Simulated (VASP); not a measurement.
# PbS (Fm-3m) in VASP: further runs

Runs on PbS. Level: r2SCAN. Tasks: single point.

Everything below comes from runs of VASP 6.6.1. Logs are shortened: lines on timing, memory, paths and dates and some standing lists are left out, and cuts for length are marked.

**1. The cell of the first run**

It takes space group Fm-3m (No. 225, cubic). The conventional cell has a = 5.914 Å, b = 5.914 Å, c = 5.914 Å, α = 90.00°, β = 90.00°, γ = 90.00°. Pb (site symmetry m-3m) has 6 S at 2.96 Å within 3.9 Å. Within 3.9 Å of S (site symmetry m-3m) lie 6 Pb at 2.96 Å.

**2. Single point, r2SCAN (volume changed by -3%)**

The input, POSCAR:

```
PbS
1.0
    0.0000000000      2.9570565396      2.9570565396
    2.9570565396      0.0000000000      2.9570565396
    2.9570565396      2.9570565396      0.0000000000
Pb S
1 1
Direct
    0.0000000000      0.0000000000      0.0000000000
    0.5000000000      0.5000000000      0.5000000000
```

The input, INCAR.step1:

```
SYSTEM = PbS
ALGO     = Normal         ! electronic algorithm
EDIFF    = 1E-4           ! SCF threshold, eV
ENCUT    = 520            ! plane-wave cutoff, eV
GGA      = PE             ! functional
ISMEAR   = 0              ! smearing method
LASPH    = .True.         ! aspherical terms in the spheres
LCHARG   = .False.        ! write CHGCAR
LREAL    = .False.        ! projectors in reciprocal space
LWAVE    = .True.         ! write WAVECAR
NBANDS   = 17             ! bands
NELM     = 100            ! most SCF steps
PREC     = Accurate       ! precision mode
SIGMA    = 0.01           ! smearing width, eV
```

The input, INCAR.step2:

```
SYSTEM = PbS
ALGO     = Normal         ! electronic algorithm
EDIFF    = 1E-6           ! SCF threshold, eV
ENCUT    = 520            ! plane-wave cutoff, eV
ISIF     = 2              ! what is computed and relaxed
ISMEAR   = 0              ! smearing method
ISTART   = 1            
LASPH    = .True.         ! aspherical terms in the spheres
LCHARG   = .False.        ! write CHGCAR
LMIXTAU  = .True.       
LREAL    = .False.        ! projectors in reciprocal space
LWAVE    = .False.        ! write WAVECAR
METAGGA  = R2SCAN         ! meta-GGA
NBANDS   = 17             ! bands
NELM     = 100            ! most SCF steps
PREC     = Accurate       ! precision mode
SIGMA    = 0.01           ! smearing width, eV
```

The input, KPOINTS:

```
k-points
0
Gamma
  6 6 6
  0 0 0
```

Potentials or basis: VASP PAW PBE potentials, release 64 (Pb_d, S).

Command:

```sh
> cat potpaw_PBE.64/Pb_d/POTCAR potpaw_PBE.64/S/POTCAR > POTCAR
> cp INCAR.step1 INCAR
> mpirun -np 1 vasp_std > vasp.out
> cp INCAR.step2 INCAR
> mpirun -np 1 vasp_std > vasp.out
```

OUTCAR:

```text
SYSTEM = PbS
   EDIFF = 1E-6
   ENCUT = 520
   ISIF = 2
   ISMEAR = 0
   ISTART = 1
   LASPH = .True.
   LREAL = .False.
   METAGGA = R2SCAN
   NELM = 100
   PREC = Accurate

 ion  position               nearest neighbor table
   1  0.000  0.000  0.000-   2 2.96   2 2.96   2 2.96   2 2.96   2 2.96   2 2.96
   2  0.500  0.500  0.500-   1 2.96   1 2.96   1 2.96   1 2.96   1 2.96   1 2.96

  LATTYP: Found a face centered cubic cell.
 ALAT       =     5.9141130792

  Lattice vectors:

 A1 = (   0.0000000000,   2.9570565396,   2.9570565396)
 A2 = (   2.9570565396,   0.0000000000,   2.9570565396)
 A3 = (   2.9570565396,   2.9570565396,   0.0000000000)

Analysis of symmetry for initial positions (statically):
=====================================================================
 Subroutine PRICEL returns:
 Original cell was already a primitive cell.

 Routine SETGRP: Setting up the symmetry group for a
 face centered cubic supercell.

 Subroutine GETGRP returns: Found 48 space group operations
 (whereof 48 operations were pure point group operations)
 out of a pool of 48 trial point group operations.

The static configuration has the point symmetry O_h .

Analysis of symmetry for dynamics (positions and initial velocities):
=====================================================================
 Subroutine PRICEL returns:
 Original cell was already a primitive cell.

 Routine SETGRP: Setting up the symmetry group for a
 face centered cubic supercell.

 Subroutine GETGRP returns: Found 48 space group operations
 (whereof 48 operations were pure point group operations)
 out of a pool of 48 trial point group operations.

The dynamic configuration has the point symmetry O_h .

 Subroutine INISYM returns: Found 48 space group operations
 (whereof 48 operations are pure point group operations),
 and found     1 'primitive' translations

----------------------------------------------------------------------------------------

                                     Primitive cell

  volume of cell :      51.7141

  direct lattice vectors                    reciprocal lattice vectors
     0.000000000  2.957056540  2.957056540    -0.169087061  0.169087061  0.169087061
     2.957056540  0.000000000  2.957056540     0.169087061 -0.169087061  0.169087061
     2.957056540  2.957056540  0.000000000     0.169087061  0.169087061 -0.169087061

  length of vectors
     4.181909463  4.181909463  4.181909463     0.292867381  0.292867381  0.292867381

[... 69 lines left out ...]
   ENCUT  =  520.0 eV  38.22 Ry    6.18 a.u.   7.78  7.78  7.78*2*pi/ulx,y,z
   NELM   =    100;   NELMIN=  2; NELMDL=  0     # of ELM steps
   EDIFF  = 0.1E-05   stopping-criterion for ELM
   LREAL  =      F    real-space projection
   EDIFFG = 0.1E-04   stopping-criterion for IOM
   NSW    =      0    number of steps for IOM
   IBRION =     -1    ionic relax: 0-MD 1-quasi-New 2-CG
   NFREE  =      0    steps in history (QN), initial steepest desc. (CG)
   ISIF   =      2    stress and relaxation
   ISYM   =      2    0-nonsym 1-usesym 2-fastsym
   POTIM  = 0.5000    time-step for ionic-motion
   TEBEG  =    0.0;   TEEND  =   0.0 temperature during run
   PSTRESS=    0.0 pullay stress
   NELECT =      20.0000    total number of electrons
   NUPDOWN=      -1.0000    fix difference up-down
   EMIN   =  10.00;   EMAX   =-10.00  energy-range for DOS
   EFERMI =   0.00;   METHOD = LEGACY
   ISMEAR =     0;   SIGMA  =   0.01  broadening in eV -4-tet -1-fermi 0-gaus
   EFERMI_NEDOS =   21; number of points for ismear=-14 and -15
   IALGO  =     38    algorithm
   IMIX   =      4    mixing-type and parameters
     AMIX     =   0.40;   BMIX     =  1.00
     AMIX_MAG =   1.60;   BMIX_MAG =  1.00
  volume/ion in A,a.u.               =      25.86       174.49
  Fermi-wavevector in a.u.,A,eV,Ry     =   1.192748  2.253966 19.356284  1.422647
  Thomas-Fermi vector in A             =   2.328778
   LORBIT       =      0    0 simple, 1 ext, 2 COOP (PROOUT), +10 PAW based schemes
   METAGGA = R2SCAN    functional components
   LHFCALC =     F    Hartree Fock is set to
   AEXX    =    0.0000 exact exchange contribution
   IVDW    =     0    specifies the selected vdW correction
   LEPSILON=     F    determine dielectric tensor
   LRPA    =     F    only Hartree local field effects (RPA)
 non-spin polarized calculation
 Gauss-broadening in eV      SIGMA  =   0.01
  energy-cutoff  :      520.00
  volume of cell :       51.71
 maximum number of plane-waves:      1411
   NGX = 15   NGY = 15   NGZ = 15

 number of electron      19.9999997 magnetization

 Free energy of the ion-electron system (eV)
  ---------------------------------------------------
  ext. energy  EPLUGINS =         0.00000000
  ---------------------------------------------------
  free energy    TOTEN  =       -65.60369769 eV

  energy without entropy =      -65.60369769  energy(sigma->0) =      -65.60369769

 E-fermi :   5.9447     XC(G=0): -10.3006

 val. band max:        5.8390424815   @ k =   0.5000   0.0000   0.0000
 cond. band min:       6.4263506557   @ k =   0.5000   0.0000   0.0000
 fundamental gap:      0.5873081742
 Fermi energy:         5.9446616825

 k-point     1 :       0.0000    0.0000    0.0000
  band No.  band energies     occupation
      1     -11.6457      2.00000
      2     -11.6457      2.00000
      3     -11.6457      2.00000
      4     -11.6304      2.00000
      5     -11.6304      2.00000
      6      -8.4803      2.00000
[... 297 lines left out ...]
      4     -11.6060      2.00000
      5     -11.5827      2.00000
      6      -6.6997      2.00000
[... 9 lines left out ...]
     16      18.3169      0.00000
     17      18.5914      0.00000

------------------------ aborting loop because EDIFF is reached ----------------------------------------

  FORCE on cell =-STRESS in cart. coord.  units (eV):
  Direction    XX          YY          ZZ          XY          YZ          ZX
  --------------------------------------------------------------------------------------
  -------------------------------------------------------------------------------------
  Total        0.5958302      0.5958302      0.5958302      0.0000000      0.0000000     -0.0000000
  in kB       18.4596808     18.4596808     18.4596808      0.0000000      0.0000000     -0.0000000
  external PRESSURE =      18.4596808 kB  Pullay stress =       0.0000000 kB

 VOLUME and BASIS-vectors are now :
 -----------------------------------------------------------------------------
  energy-cutoff  :      520.00
  volume of cell :       51.71
      direct lattice vectors                 reciprocal lattice vectors
     0.000000000  2.957056540  2.957056540    -0.169087061  0.169087061  0.169087061
     2.957056540  0.000000000  2.957056540     0.169087061 -0.169087061  0.169087061
     2.957056540  2.957056540  0.000000000     0.169087061  0.169087061 -0.169087061

 POSITION                                       TOTAL-FORCE (eV/Angst)
 -----------------------------------------------------------------------------------
      0.00000      0.00000      0.00000         0.000000      0.000000      0.000000
      2.95706      2.95706      2.95706        -0.000000     -0.000000     -0.000000
 -----------------------------------------------------------------------------------
    total drift:                                0.000000     -0.000000     -0.000000

  FREE ENERGIE OF THE ION-ELECTRON SYSTEM (eV)
  ---------------------------------------------------
  free  energy   TOTEN  =       -65.6036976863 eV

  energy  without entropy=      -65.6036976863  energy(sigma->0) =      -65.60369769
```

OUTCAR.step1:

```text
SYSTEM = PbS
   EDIFF = 1E-4
   ENCUT = 520
   GGA = PE
   ISMEAR = 0
   LASPH = .True.
   LREAL = .False.
[... 529 lines left out ...]
      0.00000      0.00000      0.00000         0.000000     -0.000000     -0.000000
      2.95706      2.95706      2.95706         0.000000      0.000000      0.000000
 -----------------------------------------------------------------------------------
    total drift:                                0.000000     -0.000000     -0.000000

  FREE ENERGIE OF THE ION-ELECTRON SYSTEM (eV)
  ---------------------------------------------------
  free  energy   TOTEN  =        -8.7504724447 eV

  energy  without entropy=       -8.7504724447  energy(sigma->0) =       -8.75047244
```

Wall time 2.3 min (1 thread of AMD EPYC 7R13, shared host); peak memory 0.16 GiB.

What came out:

```
Free energy            : -65.6037 eV
Pressure               : 1.8 GPa
Band gap on the k mesh : 0.59 eV, direct
```

Caveat: the cell differs from its parent crystal (volume changed by -3%); the PAW data sets were made with another functional, which shifts forces and pressure a little; spin-orbit coupling is left out, which moves the levels of the heavy elements.

**3. Single point, r2SCAN**

This run uses another cell than the first one, of 26.66 Å³/atom, 1.031 times its volume.

The input, POSCAR:

```
PbS
1.0
    0.0000000000      2.9872326701      2.9872326701
    2.9872326701      0.0000000000      2.9872326701
    2.9872326701      2.9872326701      0.0000000000
Pb S
1 1
Direct
    0.0000000000      0.0000000000      0.0000000000
    0.5000000000      0.5000000000      0.5000000000
```

The input, INCAR.step1:

```
SYSTEM = PbS
PREC = Accurate
ENCUT = 520
ISMEAR = 0
SIGMA = 0.01
LREAL = .False.
LASPH = .True.
NELM = 60
NBANDS = 17
GGA = PE
ALGO = Normal
EDIFF = 1E-4
LWAVE = .True.
LCHARG = .False.
```

The input, INCAR.step2:

```
SYSTEM = PbS
PREC = Accurate
ENCUT = 520
EDIFF = 1E-6
ISMEAR = 0
SIGMA = 0.01
LREAL = .False.
LASPH = .True.
NELM = 60
ALGO = Normal
ISIF = 2
LWAVE = .False.
LCHARG = .True.
METAGGA = R2SCAN
LMIXTAU = .True.
LELF = .True.
LVHAR = .True.
NBANDS = 17
ISTART = 1
```

The input, KPOINTS:

```
regular mesh
0
Gamma
  6 6 6
  0 0 0
```

Potentials or basis: VASP PAW PBE potentials, release 64 (Pb_d, S).

Command:

```sh
> cat potpaw_PBE.64/Pb_d/POTCAR potpaw_PBE.64/S/POTCAR > POTCAR
> cp INCAR.step1 INCAR
> mpirun -np 1 vasp_std > vasp.out
> cp INCAR.step2 INCAR
> mpirun -np 1 vasp_std > vasp.out
```

OUTCAR:

```text
SYSTEM = PbS
   PREC = Accurate
   ENCUT = 520
   EDIFF = 1E-6
   ISMEAR = 0
   LREAL = .False.
   LASPH = .True.
   NELM = 60
   ISIF = 2
   METAGGA = R2SCAN
   ISTART = 1

 ion  position               nearest neighbor table
   1  0.000  0.000  0.000-   2 2.99   2 2.99   2 2.99   2 2.99   2 2.99   2 2.99
   2  0.500  0.500  0.500-   1 2.99   1 2.99   1 2.99   1 2.99   1 2.99   1 2.99

  LATTYP: Found a face centered cubic cell.
 ALAT       =     5.9744653402

  Lattice vectors:

 A1 = (   0.0000000000,   2.9872326701,   2.9872326701)
 A2 = (   2.9872326701,   0.0000000000,   2.9872326701)
 A3 = (   2.9872326701,   2.9872326701,   0.0000000000)

Analysis of symmetry for initial positions (statically):
=====================================================================
 Subroutine PRICEL returns:
 Original cell was already a primitive cell.

 Routine SETGRP: Setting up the symmetry group for a
 face centered cubic supercell.

 Subroutine GETGRP returns: Found 48 space group operations
 (whereof 48 operations were pure point group operations)
 out of a pool of 48 trial point group operations.

The static configuration has the point symmetry O_h .

[... 149 lines left out ...]
  energy without entropy =      -65.61319107  energy(sigma->0) =      -65.61319107

 E-fermi :   5.5169     XC(G=0): -10.1464

 val. band max:        5.3947554179   @ k =   0.5000   0.0000   0.0000
 cond. band min:       6.0978504837   @ k =   0.5000   0.0000   0.0000
 fundamental gap:      0.7030950658
 Fermi energy:         5.5169487191

 k-point     1 :       0.0000    0.0000    0.0000
  band No.  band energies     occupation
      1     -12.0009      2.00000
      2     -12.0009      2.00000
      3     -12.0009      2.00000
      4     -11.9843      2.00000
      5     -11.9843      2.00000
      6      -8.6000      2.00000
[... 297 lines left out ...]
      4     -11.9656      2.00000
      5     -11.9450      2.00000
      6      -6.9505      2.00000
[... 9 lines left out ...]
     16      17.8232      0.00000
     17      18.2136      0.00000

------------------------ aborting loop because EDIFF is reached ----------------------------------------

  FORCE on cell =-STRESS in cart. coord.  units (eV):
  Direction    XX          YY          ZZ          XY          YZ          ZX
  --------------------------------------------------------------------------------------
  -------------------------------------------------------------------------------------
  Total       -0.0122188     -0.0122188     -0.0122188      0.0000000     -0.0000000      0.0000000
  in kB       -0.3672004     -0.3672004     -0.3672004      0.0000000     -0.0000000      0.0000000
  external PRESSURE =      -0.3672004 kB  Pullay stress =       0.0000000 kB

 VOLUME and BASIS-vectors are now :
 -----------------------------------------------------------------------------
  energy-cutoff  :      520.00
  volume of cell :       53.31
      direct lattice vectors                 reciprocal lattice vectors
     0.000000000  2.987232670  2.987232670    -0.167378994  0.167378994  0.167378994
     2.987232670  0.000000000  2.987232670     0.167378994 -0.167378994  0.167378994
     2.987232670  2.987232670  0.000000000     0.167378994  0.167378994 -0.167378994

 POSITION                                       TOTAL-FORCE (eV/Angst)
 -----------------------------------------------------------------------------------
      0.00000      0.00000      0.00000         0.000000     -0.000000      0.000000
      2.98723      2.98723      2.98723        -0.000000      0.000000     -0.000000
 -----------------------------------------------------------------------------------
    total drift:                                0.000000     -0.000000     -0.000000

  FREE ENERGIE OF THE ION-ELECTRON SYSTEM (eV)
  ---------------------------------------------------
  free  energy   TOTEN  =       -65.6131910707 eV

  energy  without entropy=      -65.6131910707  energy(sigma->0) =      -65.61319107
```

OUTCAR.step1:

```text
SYSTEM = PbS
   PREC = Accurate
   ENCUT = 520
   ISMEAR = 0
   LREAL = .False.
   LASPH = .True.
[... 530 lines left out ...]
      0.00000      0.00000      0.00000         0.000000     -0.000000     -0.000000
      2.98723      2.98723      2.98723        -0.000000      0.000000      0.000000
 -----------------------------------------------------------------------------------
    total drift:                                0.000000     -0.000000     -0.000000

  FREE ENERGIE OF THE ION-ELECTRON SYSTEM (eV)
  ---------------------------------------------------
  free  energy   TOTEN  =        -8.7686285889 eV

  energy  without entropy=       -8.7686285889  energy(sigma->0) =       -8.76862859
```

OSZICAR.step1:

```text
N       E                     dE             d eps       ncg     rms          rms(c)
DAV:   1     0.162042275495E+03    0.16204E+03   -0.97274E+03   544   0.123E+03
DAV:   2     0.411555970575E+01   -0.15793E+03   -0.15184E+03   563   0.308E+02
DAV:   3    -0.890466684046E+01   -0.13020E+02   -0.12911E+02   705   0.942E+01
DAV:   4    -0.925666566606E+01   -0.35200E+00   -0.35163E+00   679   0.169E+01
DAV:   5    -0.926853868089E+01   -0.11873E-01   -0.11872E-01   742   0.319E+00    0.450E+00
DAV:   6    -0.876356716543E+01    0.50497E+00   -0.14644E+00   841   0.791E+00    0.310E+00
DAV:   7    -0.876528204696E+01   -0.17149E-02   -0.14897E-01   636   0.192E+00    0.185E+00
DAV:   8    -0.876926491037E+01   -0.39829E-02   -0.19171E-02   632   0.143E+00    0.402E-01
DAV:   9    -0.876840288835E+01    0.86202E-03   -0.44631E-03   833   0.568E-01    0.878E-02
DAV:  10    -0.876862471160E+01   -0.22182E-03   -0.40765E-04   615   0.117E-01    0.693E-02
DAV:  11    -0.876862858889E+01   -0.38773E-05   -0.52545E-05   478   0.801E-02
   1 F= -.87686286E+01 E0= -.87686286E+01  d E =-.134511E-37
```

Run time: 2.4 min. Hardware: 1 thread of AMD EPYC 7R13, shared host; peak memory 0.15 GiB.

Results:

```yaml
Free_energy: -65.6132 eV
Pressure: 0.0 GPa
Band_gap_on_the_k_mesh: 0.70 eV, direct
```

Caveat: the PAW data sets were made with another functional, which shifts forces and pressure a little; spin-orbit coupling is left out, which moves the levels of the heavy elements. A k mesh can miss the band edges.

**4. Single point, r2SCAN (volume changed by +3%)**

The input, POSCAR:

```
PbS
1.0
    0.0000000000      3.0168111548      3.0168111548
    3.0168111548      0.0000000000      3.0168111548
    3.0168111548      3.0168111548      0.0000000000
Pb S
1 1
Direct
    0.0000000000      0.0000000000      0.0000000000
    0.5000000000      0.5000000000      0.5000000000
```

The input, INCAR.step1:

```
SYSTEM = PbS
PREC = Accurate ; ENCUT = 520
ISMEAR = 0 ; SIGMA = 0.01
LREAL = .False. ; LASPH = .True.
NELM = 80 ; NBANDS = 17
GGA = PE ; ALGO = Normal
EDIFF = 1E-4 ; LWAVE = .True.
LCHARG = .False.
```

The input, INCAR.step2:

```
SYSTEM = PbS
PREC = Accurate ; ENCUT = 520
EDIFF = 1E-6 ; ISMEAR = 0
SIGMA = 0.01 ; LREAL = .False.
LASPH = .True. ; NELM = 80
ALGO = Normal ; ISIF = 2
LWAVE = .False. ; LCHARG = .False.
METAGGA = R2SCAN ; LMIXTAU = .True.
NBANDS = 17 ; ISTART = 1
```

KPOINTS is that of step 3.

Command:

```sh
> cat potpaw_PBE.64/Pb_d/POTCAR potpaw_PBE.64/S/POTCAR > POTCAR
> cp INCAR.step1 INCAR
> mpirun -np 1 vasp_std > vasp.out
> cp INCAR.step2 INCAR
> mpirun -np 1 vasp_std > vasp.out
```

Run time: 2.5 min. Hardware: 1 thread of AMD EPYC 7R13, shared host; peak memory 0.16 GiB.

Results (log left out):

```yaml
Free_energy: -65.6053 eV
Pressure: -1.6 GPa
Band_gap_on_the_k_mesh: 0.81 eV, direct
```

Levels at points of the mesh, in eV from the valence-band top:
| k point | band 8 | band 9 | band 10 | band 11 | band 12 | band 13 |
| --- | --- | --- | --- | --- | --- | --- |
| (0.00, 0.00, 0.00) | -2.02 | -2.02 | -2.02 | 5.45 | 5.45 | 5.45 |
| (0.50, 0.00, 0.00) | -1.65 | -1.65 | 0.00 | 0.80 | 2.35 | 2.35 |
| (0.50, 0.50, 0.00) | -4.89 | -3.22 | -3.22 | 4.42 | 5.87 | 5.94 |

Caveat: the cell differs from its parent crystal (volume changed by +3%); the PAW data sets were made with another functional, which shifts forces and pressure a little; spin-orbit coupling is left out, which moves the levels of the heavy elements. A k mesh can miss the band edges.

**5. The runs side by side**

| cell | gap on the mesh (eV) | pressure (GPa) |
| --- | --- | --- |
| a = 4.182 Å, angles 60.0°, 2 atoms | 0.59 | 1.8 |
| a = 4.225 Å, angles 60.0°, 2 atoms | 0.70 | 0.0 |
| a = 4.266 Å, angles 60.0°, 2 atoms | 0.81 | -1.6 |

Alike in all rows: task single point; level r2SCAN; potentials or basis VASP PAW PBE potentials, release 64 (Pb_d, S); no spin polarisation; k mesh 6 × 6 × 6; cutoff (eV) 520; smearing gaussian 0.01 eV.

Caveats: the PAW data sets were made with another functional, which shifts forces and pressure a little; spin-orbit coupling is left out, which moves the levels of the heavy elements.

Total energies depend on the potentials used, so only differences within one code and one set of settings carry meaning.
